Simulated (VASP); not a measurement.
Crystal: Be5ZnSe6.

```xyz
12
Lattice="3.7314 0.0000 0.0000 -1.8657 3.2315 0.0000 0.0000 0.0000 18.2800" Properties=species:S:1:pos:R:3 pbc="T T T"
Be    0.0000    0.0000    0.0000
Be    1.8657    1.0772   12.1867
Be    0.0000    0.0000    9.1400
Be    0.0000    2.1543    6.0933
Be    1.8657    1.0772    3.0467
Zn    0.0000    2.1543   15.2334
Se    0.0000    2.1543   17.5184
Se    1.8657    1.0772   14.4717
Se    0.0000    0.0000   11.4250
Se    0.0000    2.1543    8.3783
Se    1.8657    1.0772    5.3317
Se    0.0000    0.0000    2.2850
```

| Quantity | Value |
| --- | --- |
| Program | VASP 6.6.1 |
| Task | relaxation of cell and atoms |
| Functional | PBE |
| Potentials or basis | VASP PAW PBE potentials, release 64 (Be, Zn, Se) |
| Cutoff | 600 eV |
| k mesh | 6 × 6 × 1 |
| Occupations | gaussian, width 0.1 eV |
| Spin | no spin polarisation |

At the start: pressure 1.1 GPa; volume 18.37 Å³/atom.

Q: Where does the relaxation end?

A: Over 14 steps the energy falls by 36.8 meV/atom and the volume is 18.40 Å³/atom (+0.2 %); space group P3m1 (No. 156, to 0.1 Å) before and after.

The path:
```csv
step,energy change (eV),largest force (eV/Å),pressure (GPa),volume (Å³)
1,0.0000,2.0413,1.12,220.42
2,-0.2583,0.7603,-0.71,224.54
3,-0.2744,0.6635,-1.20,225.92
4,-0.3388,0.5782,-0.09,221.88
5,-0.3540,0.5157,0.83,218.84
6,-0.3953,0.3199,0.35,219.94
7,-0.4034,0.2945,0.05,220.73
8,-0.4203,0.2279,-0.16,221.33
9,-0.4279,0.2603,-0.40,222.09
10,-0.4385,0.0961,0.17,220.30
11,-0.4387,0.0997,0.26,220.01
12,-0.4408,0.0639,-0.10,221.06
13,-0.4409,0.0457,-0.03,220.85
14,-0.4412,0.0116,-0.01,220.78
```

Final structure:
```
Be Zn Se
1.0
     3.72921    0.00000    0.00000
    -1.86460    3.22959    0.00000
     0.00000    0.00000   18.33136
Be Zn Se
5 1 6
Cartesian
  0.0000 0.0000 0.1669
  1.8646 1.0765 12.0524
  0.0000 0.0000 9.0850
  0.0000 2.1531 6.1130
  1.8646 1.0765 3.1396
  0.0000 2.1531 15.3199
  0.0000 2.1531 17.7760
  1.8646 1.0765 14.2803
  1.8646 3.2296 11.3277
  0.0000 2.1531 8.3533
  1.8646 1.0765 5.3817
  0.0000 0.0000 2.4094
```
